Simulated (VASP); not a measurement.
# Hf (Im-3m) in VASP: further runs, part 2 of 2

VASP 6.6.1.

### Step 4. Single point, PBE+D4

This run uses another cell than the first one, of 21.99 Å³/atom, 1.024 times its volume.

File INCAR:

```
ALGO     = Fast           # electronic algorithm
EDIFF    = 1E-6           # SCF threshold, eV
ENCUT    = 520            # plane-wave cutoff, eV
GGA      = PE             # functional
ISIF     = 2              # what is computed and relaxed
ISMEAR   = -1             # smearing method
IVDW     = 13             # dispersion correction
LASPH    = True           # aspherical terms in the spheres
LCHARG   = False          # write CHGCAR
LREAL    = False          # projectors in reciprocal space
LWAVE    = False          # write WAVECAR
NBANDS   = 11             # bands
NELM     = 100            # most SCF steps
PREC     = Accurate       # precision mode
SIGMA    = 0.05           # smearing width, eV
```

File KPOINTS:

```
k-points
0
Gamma
  10 10 10
```

File POSCAR:

```
Hf
1.0
   -1.7647809909      1.7647809909      1.7647809909
    1.7647809909     -1.7647809909      1.7647809909
    1.7647809909      1.7647809909     -1.7647809909
Hf
1
Direct
    0.0000000000      0.0000000000      0.0000000000
```

Potentials or basis: VASP PAW PBE potentials, release 64 (Hf_pv).

Command:

```bash
$ cat potpaw_PBE.64/Hf_pv/POTCAR > POTCAR
$ mpirun -np 1 vasp_std > vasp.out
```

OUTCAR:

```text
EDIFF = 1E-6
   ENCUT = 520
   GGA = PE
   ISIF = 2
   ISMEAR = -1
   IVDW = 13
   LASPH = True
   LREAL = False
   NELM = 100
   PREC = Accurate

 ion  position               nearest neighbor table
   1  0.000  0.000  0.000-

  LATTYP: Found a body centered cubic cell.
 ALAT       =     3.5295619818

  Lattice vectors:

 A1 = (  -1.7647809909,   1.7647809909,   1.7647809909)
 A2 = (   1.7647809909,  -1.7647809909,   1.7647809909)
 A3 = (   1.7647809909,   1.7647809909,  -1.7647809909)

Analysis of symmetry for initial positions (statically):
=====================================================================
 Subroutine PRICEL returns:
 Original cell was already a primitive cell.

 Routine SETGRP: Setting up the symmetry group for a
 body centered cubic supercell.

 Subroutine GETGRP returns: Found 48 space group operations
[... 9 lines left out ...]

 Routine SETGRP: Setting up the symmetry group for a
 body centered cubic supercell.

 Subroutine GETGRP returns: Found 48 space group operations
[... 11 lines left out ...]
                                     Primitive cell

  volume of cell :      21.9853

  direct lattice vectors                    reciprocal lattice vectors
    -1.764780991  1.764780991  1.764780991     0.000000000  0.283321275  0.283321275
     1.764780991 -1.764780991  1.764780991     0.283321275  0.000000000  0.283321275
     1.764780991  1.764780991 -1.764780991     0.283321275  0.283321275  0.000000000

  length of vectors
     3.056690340  3.056690340  3.056690340     0.400676789  0.400676789  0.400676789

  position of ions in fractional coordinates (direct lattice)
     0.000000000  0.000000000  0.000000000

  ion indices of the primitive-cell ions
   primitive index   ion index
                 1           1

----------------------------------------------------------------------------------------

 KPOINTS: k-points

Automatic generation of k-mesh.
 Grid dimensions read from file:
[... 88 lines left out ...]
  Thomas-Fermi vector in A             =   2.392595
   LORBIT       =      0    0 simple, 1 ext, 2 COOP (PROOUT), +10 PAW based schemes
   GGA     = PE    functional components
   LHFCALC =     F    Hartree Fock is set to
   AEXX    =    0.0000 exact exchange contribution
   IVDW    =    13    specifies the selected vdW correction
   LEPSILON=     F    determine dielectric tensor
   LRPA    =     F    only Hartree local field effects (RPA)
 non-spin polarized calculation
 RMM-DIIS sequential band-by-band and
  energy-cutoff  :      520.00
  volume of cell :       21.99
 maximum number of plane-waves:       610
   NGX = 11   NGY = 11   NGZ = 11

 number of electron      10.0000000 magnetization

 Free energy of the ion-electron system (eV)
  ---------------------------------------------------
  ext. energy  EPLUGINS =         0.00000000
  ---------------------------------------------------
  free energy    TOTEN  =        -9.75228786 eV

  energy without entropy =       -9.73869654  energy(sigma->0) =       -9.74549220

 E-fermi :   4.7034     XC(G=0): -11.3630

 val. band max:        4.6878936483   @ k =  -0.4000   0.4000   0.1000
 cond. band min:       4.7129048196   @ k =   0.3000   0.1000   0.1000
 fundamental gap:      0.0250111713
 Fermi energy:         4.7033896287

 k-point     1 :       0.0000    0.0000    0.0000
  band No.  band energies     occupation
      1     -25.0765      2.00000
      2     -25.0765      2.00000
      3     -25.0765      2.00000
      4      -2.3994      2.00000
      5       6.2354      0.00000
      6       6.2354      0.00000
      7       6.2354      0.00000
      8       9.0659      0.00000
      9       9.0659      0.00000
     10      18.0627      0.00000
     11      18.0627      0.00000
[... 309 lines left out ...]
 k-point    24 :      -0.3000    0.3000    0.1000
  band No.  band energies     occupation
      1     -25.6456      2.00000
      2     -25.2926      2.00000
      3     -25.1448      2.00000
      4       0.5812      2.00000
      5       4.8972      0.04060
      6       5.1029      0.00068
      7       7.7138      0.00000
      8       9.2282      0.00000
      9       9.9049      0.00000
     10      17.0090      0.00000
     11      18.1059      0.00000

 [... further k-points ...]

------------------------ aborting loop because EDIFF is reached ----------------------------------------

  DFT-D4 for vdW energy calculation

  Edisp (eV):   -0.21272

  FORCE on cell =-STRESS in cart. coord.  units (eV):
  Direction    XX          YY          ZZ          XY          YZ          ZX
  --------------------------------------------------------------------------------------
  -------------------------------------------------------------------------------------
  Total      -0.03685    -0.03685    -0.03685     0.00000    -0.00000     0.00000
  in kB      -2.68542    -2.68542    -2.68542     0.00000    -0.00000     0.00000
  external pressure =       -2.69 kB  Pullay stress =        0.00 kB

 VOLUME and BASIS-vectors are now :
 -----------------------------------------------------------------------------
  energy-cutoff  :      520.00
  volume of cell :       21.99
      direct lattice vectors                 reciprocal lattice vectors
    -1.764780991  1.764780991  1.764780991     0.000000000  0.283321275  0.283321275
     1.764780991 -1.764780991  1.764780991     0.283321275  0.000000000  0.283321275
     1.764780991  1.764780991 -1.764780991     0.283321275  0.283321275  0.000000000

 POSITION                                       TOTAL-FORCE (eV/Angst)
 -----------------------------------------------------------------------------------
      0.00000      0.00000      0.00000        -0.000000     -0.000000      0.000000
 -----------------------------------------------------------------------------------
    total drift:                                0.000000      0.000000     -0.000000

  FREE ENERGIE OF THE ION-ELECTRON SYSTEM (eV)
  ---------------------------------------------------
  free  energy   TOTEN  =        -9.9650116261 eV

  energy  without entropy=       -9.9514203080  energy(sigma->0) =       -9.95821597
```

OSZICAR:

```text
N       E                     dE             d eps       ncg     rms          rms(c)
DAV:   1     0.108849477844E+02    0.10885E+02   -0.56614E+03  1042   0.838E+02
DAV:   2    -0.971175210502E+01   -0.20597E+02   -0.19950E+02  1291   0.147E+02
DAV:   3    -0.100843514496E+02   -0.37260E+00   -0.37078E+00  1260   0.139E+01
DAV:   4    -0.100856346384E+02   -0.12832E-02   -0.12831E-02  1183   0.101E+00
DAV:   5    -0.100856418888E+02   -0.72504E-05   -0.72507E-05  1289   0.670E-02    0.455E+01
RMM:   6    -0.983542753277E+01    0.25021E+00   -0.16563E-01  1057   0.278E+00    0.262E+01
RMM:   7    -0.975521056493E+01    0.80217E-01   -0.31204E-01  1130   0.391E+00    0.116E+00
RMM:   8    -0.975205249914E+01    0.31581E-02   -0.20536E-02  1130   0.123E+00    0.383E-01
RMM:   9    -0.975226447742E+01   -0.21198E-03   -0.23811E-03  1284   0.411E-01    0.923E-02
RMM:  10    -0.975228225690E+01   -0.17779E-04   -0.30530E-04  1229   0.151E-01    0.127E-01
RMM:  11    -0.975228645324E+01   -0.41963E-05   -0.10980E-04  1341   0.798E-02    0.156E-02
RMM:  12    -0.975228758386E+01   -0.11306E-05   -0.13313E-05  1269   0.293E-02    0.134E-02
RMM:  13    -0.975228785700E+01   -0.27314E-06   -0.23966E-06   980   0.125E-02
   1 F= -.99650116E+01 E0= -.99582160E+01  d E =-.135913E-01
```

stdout:

```text
POSCAR found type information on POSCAR Hf
 POSCAR found :  1 types and       1 ions
 scaLAPACK will be used
 LDA part: xc-table for (Slater+PW92), standard interpolation
 POSCAR, INCAR and KPOINTS ok, starting setup
 FFT: planning ... GRIDC
 FFT: planning ... GRID_SOFT
 FFT: planning ... GRID
 WAVECAR not read
 entering main loop
```

It took 9.5 s on 1 thread of Intel Xeon 8259CL, shared host; peak memory 0.14 GiB.

What came out:

| Item | Value |
| --- | --- |
| Free energy | -9.9650 eV |
| Pressure | -0.3 GPa |
| Band gap on the k mesh | zero (band 5 reaches 6.24 eV, above the bottom of band 6 at 3.93 eV) |
| Dispersion energy per atom | -0.213 eV |

Caveat: spin-orbit coupling is left out, which moves the levels of the heavy elements; pairwise dispersion overbinds metals, which lowers pressure and volume.

### Step 5. The runs side by side

| level | cell | gap on the mesh (eV) | pressure (GPa) |
| --- | --- | --- | --- |
| revPBE+D3(BJ) | a = 3.033 Å, angles 109.5°, 1 atom | none | -0.4 |
| BLYP+D3(BJ) | a = 3.009 Å, angles 109.5°, 1 atom | none | 0.1 |
| PBE+D4 | a = 3.057 Å, angles 109.5°, 1 atom | none | -0.3 |

Alike in all rows: task single point; potentials or basis VASP PAW PBE potentials, release 64 (Hf_pv); no spin polarisation; k mesh 10 × 10 × 10; cutoff (eV) 520; smearing fermi-dirac 0.05 eV.

Caveats: spin-orbit coupling is left out, which moves the levels of the heavy elements; pairwise dispersion overbinds metals, which lowers pressure and volume; the PAW data sets were made with another functional, which shifts forces and pressure a little (some runs).

Total energies depend on the potentials used, so only differences within one code and one set of settings carry meaning.
